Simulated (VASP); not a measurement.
Here is a VASP 6.6.1 calculation.

INCAR

```
PREC     = Accurate       # precision mode
ENCUT    = 520            # plane-wave cutoff, eV
EDIFF    = 1E-7           # SCF threshold, eV
ISMEAR   = 0              # smearing method
SIGMA    = 0.01           # smearing width, eV
LREAL    = F              # projectors in reciprocal space
LASPH    = T              # aspherical terms in the spheres
NELM     = 80             # most SCF steps
ALGO     = Normal         # electronic algorithm
ISIF     = 2              # what is computed and relaxed
LWAVE    = F              # write WAVECAR
LCHARG   = F              # write CHGCAR
GGA      = PE             # functional
NBANDS   = 26             # bands
```

The input KPOINTS:

```
regular mesh
0
Gamma
  6 6 4
```

File POSCAR:

```
CdS
1.0
    3.9530683032      0.0000000000      0.0000000000
   -1.9765341516      3.4234575735      0.0000000000
    0.0000000000      0.0000000000      6.6047265514
Cd S
2 2
Direct
    0.0000000000      0.0000000000      0.0000000000
    0.0000000000      0.0000000000      0.5000000000
    0.3333333333      0.6666666667      0.2500000000
    0.6666666667      0.3333333333      0.7500000000
```

Potentials or basis: VASP PAW PBE potentials, release 64 (Cd, S).

Launch:

```console
$ cat potpaw_PBE.64/Cd/POTCAR potpaw_PBE.64/S/POTCAR > POTCAR
$ mpirun -np 1 vasp_std > vasp.out
```

Q: Estimate the pressure.

A: -3.3 GPa.

Q: Predict the band gap on the k mesh.

A: 0.30 eV.

Stress tensor (GPa, compression positive):
```
-3.18  0.00  0.00
 0.00 -3.18  0.00
 0.00  0.00 -3.61
```

Caveat: the cell stands under tension.
